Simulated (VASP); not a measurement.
# AgCl (Cmcm) in VASP: notebook, part 3 of 3

VASP 6.6.1. Earlier steps stand in the parts before.

## 5. Electric field gradients, PBE (20.60 Å³/atom)

This run uses another cell than the first one, of 20.60 Å³/atom.

Contents of INCAR:

```
PREC = Accurate
ENCUT = 520
EDIFF = 1E-8
ISMEAR = -1
SIGMA = 0.03
LREAL = False
LASPH = True
NELM = 80
ALGO = Normal
ISIF = 2
LWAVE = False
LCHARG = False
GGA = PE
LEFG = True
NBANDS = 26
```

Contents of KPOINTS:

```
regular mesh
0
Gamma
  9 9 8
```

Contents of POSCAR:

```
AgCl
1.0
    1.8771253955     -5.5750558207      0.0000000000
    1.8771253955      5.5750558207      0.0000000000
    0.0000000000      0.0000000000      3.9370741147
Ag Cl
2 2
Direct
    0.3965554000      0.6034446000      0.7500000000
    0.6034446000      0.3965554000      0.2500000000
    0.8654487300      0.1345512700      0.2500000000
    0.1345512700      0.8654487300      0.7500000000
```

Potentials or basis: VASP PAW PBE potentials, release 64 (Ag, Cl).

Run with:

```sh
> cat potpaw_PBE.64/Ag/POTCAR potpaw_PBE.64/Cl/POTCAR > POTCAR
> mpirun -np 1 vasp_std > vasp.out
```

OUTCAR:

```text
PREC = Accurate
   ENCUT = 520
   EDIFF = 1E-8
   ISMEAR = -1
   LREAL = False
   LASPH = True
   NELM = 80
   ISIF = 2
   GGA = PE

 ion  position               nearest neighbor table
   1  0.397  0.603  0.750-   3 2.74   3 2.74   3 2.74   3 2.74   4 2.92   2 3.03   2 3.03
   2  0.603  0.397  0.250-   4 2.74   4 2.74   4 2.74   4 2.74   3 2.92   1 3.03   1 3.03
   3  0.865  0.135  0.250-   1 2.74   1 2.74   1 2.74   1 2.74   2 2.92
   4  0.135  0.865  0.750-   2 2.74   2 2.74   2 2.74   2 2.74   1 2.92

  LATTYP: Found a base centered orthorhombic cell.
 ALAT       =     3.7542507910
 B/A-ratio  =     2.9699964819
 C/A-ratio  =     1.0486976853

  Lattice vectors:

 A1 = (   1.8771253955,  -5.5750558207,   0.0000000000)
 A2 = (   1.8771253955,   5.5750558207,   0.0000000000)
 A3 = (   0.0000000000,   0.0000000000,   3.9370741147)

Analysis of symmetry for initial positions (statically):
=====================================================================
 Subroutine PRICEL returns:
 Original cell was already a primitive cell.

 Routine SETGRP: Setting up the symmetry group for a
 base centered orthorhombic supercell.
[... 900 lines left out ...]
      1.87713     -1.15342      0.98427         0.000000     -0.019087     -0.000000
      1.87713     -4.07479      0.98427         0.000000     -0.004996      0.000000
      1.87713      4.07479      2.95281         0.000000      0.004996     -0.000000
 -----------------------------------------------------------------------------------
    total drift:                                0.000000     -0.000000      0.000000

  FREE ENERGIE OF THE ION-ELECTRON SYSTEM (eV)
  ---------------------------------------------------
  free  energy   TOTEN  =       -10.6541773602 eV

  energy  without entropy=      -10.6541755535  energy(sigma->0) =      -10.65417646

 Electric field gradients (V/A^2)
---------------------------------------------------------------------
 ion       V_xx      V_yy      V_zz      V_xy      V_xz      V_yz
---------------------------------------------------------------------
   1     -22.562    50.441   -27.879     0.000     0.000    -0.000
   2     -22.562    50.441   -27.879    -0.000     0.000    -0.000
   3      34.423   -54.056    19.634     0.000    -0.000     0.000
   4      34.423   -54.056    19.634     0.000     0.000     0.000
---------------------------------------------------------------------

 Electric field gradients after diagonalization (V/A^2)
 (convention: |V_zz| > |V_xx| > |V_yy|)
----------------------------------------------------------------------
 ion       V_xx      V_yy      V_zz     asymmetry (V_yy - V_xx)/ V_zz
----------------------------------------------------------------------
   1     -27.879   -22.562    50.441       0.105
   2     -27.879   -22.562    50.441       0.105
   3      34.423    19.634   -54.056       0.274
   4      34.423    19.634   -54.056       0.274
----------------------------------------------------------------------

           NMR quadrupolar parameters

 Cq : quadrupolar parameter    Cq=e*Q*V_zz/h
 eta: asymmetry parameters     (V_yy - V_xx)/ V_zz
 Q  : nuclear electric quadrupole moment in mb (millibarn)
----------------------------------------------------------------------
 ion       Cq(MHz)       eta       Q (mb)
----------------------------------------------------------------------
   1       0.122       0.105       1.000
   2       0.122       0.105       1.000
   3      -0.131       0.274       1.000
   4      -0.131       0.274       1.000
----------------------------------------------------------------------
```

stdout:

```text
POSCAR found type information on POSCAR AgCl
 POSCAR found :  2 types and       4 ions
 scaLAPACK will be used
 LDA part: xc-table for (Slater+PW92), standard interpolation
 POSCAR, INCAR and KPOINTS ok, starting setup
 FFT: planning ... GRIDC
 FFT: planning ... GRID_SOFT
 FFT: planning ... GRID
 WAVECAR not read
 entering main loop
ion   1

ion   2

ion   3

ion   4
```

Run time: 4.9 min. Hardware: 1 thread of Intel Xeon Platinum 8259CL at 2.50GHz (Skylake/Cascade Lake), shared host; peak memory 0.39 GiB.

Results:

```
Free energy                             : -10.6542 eV
Pressure                                : 1.0 GPa
Largest force                           : 0.019 eV/Å
Band gap on the k mesh                  : 0.49 eV (least direct gap 1.94 eV)
Largest electric field gradient by atom : Ag +50.4; Cl -54.1 V/Å²
```

Forces on the atoms (eV/Å):
```
Ag   0.000  0.019  0.000
Ag   0.000 -0.019  0.000
Cl   0.000 -0.005  0.000
Cl   0.000  0.005  0.000
```

Electric field gradients, principal values (V/Å²):
```csv
atom,least,middle,greatest (by size)
1 Ag,-22.562,-27.879,50.441
2 Ag,-22.562,-27.879,50.441
3 Cl,19.634,34.423,-54.056
4 Cl,19.634,34.423,-54.056
```

Caveat: without QUAD_EFG the Cq values of the log hold for a quadrupole moment of 1 mb, not for the nuclei; an odd mesh through Γ misses points on the zone boundary, where band edges can lie.

## 6. Summary

```tsv
cell	gap on the mesh (eV)	pressure (GPa)	largest force (eV/Å)
a = 6.039, b = 6.039, c = 3.924 Å, angles 90.0, 90.0, 142.8°, 4 atoms	0.49	-1.1	0.05
a = 5.824, b = 5.824, c = 3.898 Å, angles 90.0, 90.0, 142.8°, 4 atoms	0.49	2.7	0.02
a = 5.883, b = 5.883, c = 3.937 Å, angles 90.0, 90.0, 142.8°, 4 atoms	0.49	1.0	0.02
```

Alike in all rows: task electric field gradients; level PBE; potentials or basis VASP PAW PBE potentials, release 64 (Ag, Cl); no spin polarisation; k mesh 9 × 9 × 8; cutoff (eV) 520; smearing fermi-dirac 0.03 eV.

Caveats: an odd mesh through Γ misses points on the zone boundary, where band edges can lie.

Total energies depend on the potentials used, so only differences within one code and one set of settings carry meaning.
